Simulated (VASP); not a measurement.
# SmPb2 (P6/mmm) in VASP: relaxation of cell and atoms with PBE

Aim: the relaxation of cell and atoms of SmPb2 with PBE.

Everything below comes from runs of VASP 6.6.1. Logs are shortened: lines on timing, memory, paths and dates and some standing lists are left out, and cuts for length are marked.

## 1. The cell of the first run

The structure is hexagonal, space group P6/mmm (No. 191). Conventional cell: a = 5.863 Å, b = 5.863 Å, c = 3.448 Å, α = 90.00°, β = 90.00°, γ = 120.00°. Sm (site symmetry 6/mmm) has 6 Pb at 3.39 Å and 2 Sm at 3.45 Å within 4.5 Å. Within 4.5 Å of Pb (site symmetry -6m2) lie 3 Sm at 3.39 Å and 5 Pb at 3.39 to 3.45 Å.

The cell was generated, and may not be a known phase.

## 2. Relaxation of cell and atoms, PBE

Input file INCAR:

```
PREC = Accurate ; ENCUT = 500
EDIFF = 1E-7 ; ISMEAR = 0
SIGMA = 0.1 ; LREAL = False
LASPH = True ; NELM = 200
ALGO = Normal ; ISIF = 3
LWAVE = False ; LCHARG = False
GGA = PE ; IBRION = 2
NSW = 100 ; EDIFFG = -0.01
GGA_COMPAT = False ; NELMIN = 4
LMAXMIX = 6
```

Input file KPOINTS:

```
Automatic mesh
0
Gamma
  12 12 14
```

Input file POSCAR:

```
SmPb2
1.0
    5.8631013575      0.0000000000      0.0000000000
   -2.9315506787      5.0775947206      0.0000000000
    0.0000000000      0.0000000000      3.4475568765
Sm Pb
1 2
Direct
    0.0000000000      0.0000000000      0.0000000000
    0.3333333333      0.6666666667      0.0000000000
    0.6666666667      0.3333333333      0.0000000000
```

Potentials or basis: VASP PAW PBE potentials, release 64 (Sm_3, Pb_d), 4f in core.

The run is started by

```sh
cat potpaw_PBE.64/Sm_3/POTCAR potpaw_PBE.64/Pb_d/POTCAR > POTCAR
mpirun -np 1 vasp_std > vasp.out
```

OUTCAR:

```text
PREC = Accurate
   ENCUT = 500
   EDIFF = 1E-7
   ISMEAR = 0
   LREAL = False
   LASPH = True
   NELM = 200
   ISIF = 3
   GGA = PE
   IBRION = 2
   NSW = 100
   EDIFFG = -0.01
   NELMIN = 4

 ion  position               nearest neighbor table
   1  0.000  0.000  0.000-   2 3.39   3 3.39   3 3.39   2 3.39   3 3.39   2 3.39
   2  0.333  0.667  0.000-   1 3.39   3 3.39   3 3.39   1 3.39   1 3.39   3 3.39
   3  0.667  0.333  0.000-   1 3.39   2 3.39   2 3.39   1 3.39   1 3.39   2 3.39

  LATTYP: Found a hexagonal cell.
 ALAT       =     5.8631013575
 C/A-ratio  =     0.5880090870

  Lattice vectors:

 A1 = (   5.8631013575,   0.0000000000,   0.0000000000)
 A2 = (  -2.9315506787,   5.0775947206,   0.0000000000)
 A3 = (   0.0000000000,   0.0000000000,   3.4475568765)

Analysis of symmetry for initial positions (statically):
=====================================================================
 Subroutine PRICEL returns:
 Original cell was already a primitive cell.

 Routine SETGRP: Setting up the symmetry group for a
 hexagonal supercell.

 Subroutine GETGRP returns: Found 24 space group operations
 (whereof 24 operations were pure point group operations)
 out of a pool of 24 trial point group operations.

The static configuration has the point symmetry D_6h.

Analysis of symmetry for dynamics (positions and initial velocities):
=====================================================================
 Subroutine PRICEL returns:
 Original cell was already a primitive cell.

 Routine SETGRP: Setting up the symmetry group for a
 hexagonal supercell.

 Subroutine GETGRP returns: Found 24 space group operations
 (whereof 24 operations were pure point group operations)
 out of a pool of 24 trial point group operations.

The dynamic configuration has the point symmetry D_6h.

 Subroutine INISYM returns: Found 24 space group operations
 (whereof 24 operations are pure point group operations),
 and found     1 'primitive' translations

----------------------------------------------------------------------------------------

                                     Primitive cell

  volume of cell :     102.6353

  direct lattice vectors                    reciprocal lattice vectors
     5.863101357  0.000000000  0.000000000     0.170558198  0.098471821  0.000000000
    -2.931550679  5.077594721  0.000000000     0.000000000  0.196943643  0.000000000
     0.000000000  0.000000000  3.447556877     0.000000000  0.000000000  0.290060479

  length of vectors
     5.863101357  5.863101358  3.447556877     0.196943643  0.196943643  0.290060479

  position of ions in fractional coordinates (direct lattice)
     0.000000000  0.000000000  0.000000000
     0.333333333  0.666666667  0.000000000
     0.666666667  0.333333333  0.000000000

  ion indices of the primitive-cell ions
   primitive index   ion index
                 1           1
                 2           2
                 3           3

----------------------------------------------------------------------------------------

 KPOINTS: Automatic mesh

Automatic generation of k-mesh.
 Grid dimensions read from file:
 generate k-points for:   12   12   14

 Generating k-lattice:

  Cartesian coordinates                     Fractional coordinates (reciprocal lattice)
     0.014213183  0.008205985  0.000000000     0.083333333 -0.000000000  0.000000000
     0.000000000  0.016411970  0.000000000     0.000000000  0.083333333  0.000000000
     0.000000000  0.000000000  0.020718606     0.000000000  0.000000000  0.071428571

  Length of vectors
     0.016411970  0.016411970  0.020718606

  Shift w.r.t. Gamma in fractional coordinates (k-lattice)
     0.000000000  0.000000000  0.000000000

 Subroutine IBZKPT returns following result:
 ===========================================

 Found    152 irreducible k-points:

 Following reciprocal coordinates:
            Coordinates               Weight
  0.000000  0.000000  0.000000      1.000000
  0.083333  0.000000  0.000000      6.000000
  0.166667 -0.000000  0.000000      6.000000
  0.250000  0.000000  0.000000      6.000000
  0.333333  0.000000  0.000000      6.000000
  0.416667 -0.000000  0.000000      6.000000
[... 16 lines left out ...]
  0.250000  0.000000  0.071429     12.000000
  0.333333  0.000000  0.071429     12.000000
 [... further k-points ...]
   k-points           NKPTS =    152   k-points in BZ     NKDIM =    152   number of bands    NBANDS=     23
   number of dos      NEDOS =    301   number of ions     NIONS =      3
   total plane-waves  NPLWV =  64512
   dimension x,y,z NGX =    48 NGY =   48 NGZ =   28
   dimension x,y,z NGXF=    96 NGYF=   96 NGZF=   56
   ions per type =               1   2
   NGX,Y,Z   is equivalent  to a cutoff of  13.61, 13.61, 13.50 a.u.
   NGXF,Y,Z  is equivalent  to a cutoff of  27.22, 27.22, 27.00 a.u.
 SYSTEM =  unknown system
   PREC   = accura    normal or accurate (medium, high low for compatibility)
   ISTART =      0    job   : 0-new  1-cont  2-samecut
   ICHARG =      2    charge: 1-file 2-atom 10-const
   ISPIN  =      1    spin polarized calculation?
   LNONCOLLINEAR =      F non collinear calculations
   LSORBIT =      F    spin-orbit coupling
   LASPH  =      T    aspherical Exc in radial PAW
   ENCUT  =  500.0 eV  36.75 Ry    6.06 a.u.  10.69 10.69  6.29*2*pi/ulx,y,z
   NELM   =    200;   NELMIN=  4; NELMDL= -5     # of ELM steps
   EDIFF  = 0.1E-06   stopping-criterion for ELM
   LREAL  =      F    real-space projection
   EDIFFG = -.1E-01   stopping-criterion for IOM
   NSW    =    100    number of steps for IOM
   IBRION =      2    ionic relax: 0-MD 1-quasi-New 2-CG
   NFREE  =      1    steps in history (QN), initial steepest desc. (CG)
   ISIF   =      3    stress and relaxation
   ISYM   =      2    0-nonsym 1-usesym 2-fastsym
   POTIM  = 0.5000    time-step for ionic-motion
   TEBEG  =    0.0;   TEEND  =   0.0 temperature during run
   PSTRESS=    0.0 pullay stress
   NELECT =      39.0000    total number of electrons
   NUPDOWN=      -1.0000    fix difference up-down
   EMIN   =  10.00;   EMAX   =-10.00  energy-range for DOS
   EFERMI =   0.00;   METHOD = LEGACY
   ISMEAR =     0;   SIGMA  =   0.10  broadening in eV -4-tet -1-fermi 0-gaus
   EFERMI_NEDOS =   21; number of points for ismear=-14 and -15
   IALGO  =     38    algorithm
   IMIX   =      4    mixing-type and parameters
     AMIX     =   0.40;   BMIX     =  1.00
     AMIX_MAG =   1.60;   BMIX_MAG =  1.00
  volume/ion in A,a.u.               =      34.21       230.87
  Fermi-wavevector in a.u.,A,eV,Ry     =   1.185762  2.240765 19.130210  1.406031
  Thomas-Fermi vector in A             =   2.321949
   LORBIT       =      0    0 simple, 1 ext, 2 COOP (PROOUT), +10 PAW based schemes
   GGA     = PE    functional components
   LHFCALC =     F    Hartree Fock is set to
   AEXX    =    0.0000 exact exchange contribution
   IVDW    =     0    specifies the selected vdW correction
   LEPSILON=     F    determine dielectric tensor
   LRPA    =     F    only Hartree local field effects (RPA)
 conjugate gradient relaxation of ions
 non-spin polarized calculation
 Gauss-broadening in eV      SIGMA  =   0.10
  energy-cutoff  :      500.00
  volume of cell :      102.64
 maximum number of plane-waves:      2649
 NGX is ok and might be reduce to    48
   NGX = 21   NGY = 21   NGZ = 13

--------------------------------------- Ionic step        1  -------------------------------------------

 number of electron      38.9999990 magnetization

 Free energy of the ion-electron system (eV)
  ---------------------------------------------------
  ext. energy  EPLUGINS =         0.00000000
  ---------------------------------------------------
  free energy    TOTEN  =       -11.50567271 eV

  energy without entropy =      -11.48541264  energy(sigma->0) =      -11.49554268

------------------------ aborting loop because EDIFF is reached ----------------------------------------

  FORCE on cell =-STRESS in cart. coord.  units (eV):
  Direction    XX          YY          ZZ          XY          YZ          ZX
  --------------------------------------------------------------------------------------
  -------------------------------------------------------------------------------------
  Total       -0.0833035     -0.0833035     -0.2135040     -0.0000000     -0.0000000      0.0000000
  in kB       -1.3004005     -1.3004005     -3.3328811     -0.0000000     -0.0000000      0.0000000
  external PRESSURE =      -1.9778940 kB  Pullay stress =       0.0000000 kB
[... 96 lines left out ...]
  energy  without entropy=      -11.4857975155  energy(sigma->0) =      -11.49603428

--------------------------------------- Ionic step        4  -------------------------------------------

 number of electron      38.9999991 magnetization

 Free energy of the ion-electron system (eV)
  ---------------------------------------------------
  ext. energy  EPLUGINS =         0.00000000
  ---------------------------------------------------
  free energy    TOTEN  =       -11.50641949 eV

  energy without entropy =      -11.48587578  energy(sigma->0) =      -11.49614763

 E-fermi :   5.0735     XC(G=0):  -9.6253

 val. band max:        5.0709751205   @ k =   0.1667   0.0833   0.2857
 cond. band min:       5.0755581599   @ k =   0.4167  -0.0000   0.0000
 fundamental gap:      0.0045830394
 Fermi energy:         5.0735101538

 k-point     1 :       0.0000    0.0000    0.0000
  band No.  band energies     occupation
      1     -36.5991      2.00000
      2     -16.0639      2.00000
      3     -16.0639      2.00000
      4     -15.5653      2.00000
      5     -11.9184      2.00000
      6     -11.7869      2.00000
[... 613 lines left out ...]
     22       7.5900      0.00000
     23       8.4184      0.00000

 [... further k-points ...]

------------------------ aborting loop because EDIFF is reached ----------------------------------------

  FORCE on cell =-STRESS in cart. coord.  units (eV):
  Direction    XX          YY          ZZ          XY          YZ          ZX
  --------------------------------------------------------------------------------------
  -------------------------------------------------------------------------------------
  Total        0.0202076      0.0202076     -0.0187359      0.0000000     -0.0000000      0.0000000
  in kB        0.3178292      0.3178292     -0.2946817      0.0000000     -0.0000000      0.0000000
  external PRESSURE =       0.1136589 kB  Pullay stress =       0.0000000 kB
[... 18 lines left out ...]
  FREE ENERGIE OF THE ION-ELECTRON SYSTEM (eV)
  ---------------------------------------------------
  free  energy   TOTEN  =       -11.5064194879 eV

  energy  without entropy=      -11.4858757798  energy(sigma->0) =      -11.49614763

 reached required accuracy - stopping structural energy minimisation
```

It took 9.3 min on 1 thread of Intel Xeon Platinum 8488C (Sapphire Rapids), shared host; peak memory 0.48 GiB.

What came out:

```yaml
Free_energy: -11.5064 eV
Relaxed_volume: 33.96 Å³/atom
Relaxed_cell: a = 5.859 Å, b = 5.859 Å, c = 3.427 Å, α = 90.00°, β = 90.00°, γ = 120.00°
Space_group_after_relaxing_to_0.1_Å: P6/mmm (No. 191)
Energy_gained_by_relaxing: 0.2 meV/atom
Ionic_steps: 4
Pressure_after_relaxing: 0.0 GPa
Band_gap_on_the_k_mesh: zero (an odd number of electrons rules out a gap without spin polarisation)
```

The path:
| step | energy change (eV) | largest force (eV/Å) | pressure (GPa) | volume (Å³) |
| --- | --- | --- | --- | --- |
| 1 | 0.0000 | 0.0000 | -0.20 | 102.64 |
| 2 | -0.0006 | 0.0000 | 0.00 | 102.01 |
| 3 | -0.0006 | 0.0000 | 0.04 | 101.86 |
| 4 | -0.0007 | 0.0000 | 0.01 | 101.87 |

Final structure:
```
CELL_PARAMETERS angstrom
5.85865 0.00000 0.00000
-2.92932 5.07374 0.00000
0.00000 0.00000 3.42694
ATOMIC_POSITIONS crystal
Sm 0.00000 0.00000 0.00000
Pb 0.33333 0.66667 0.00000
Pb 0.66667 0.33333 0.00000
```

Caveat: spin-orbit coupling is left out, which moves the levels of the heavy elements; the 4f electrons are frozen in the core, so they carry no moment and show no levels. Spin polarisation is off, so any magnetic state and its effect on volume and gap are missing.
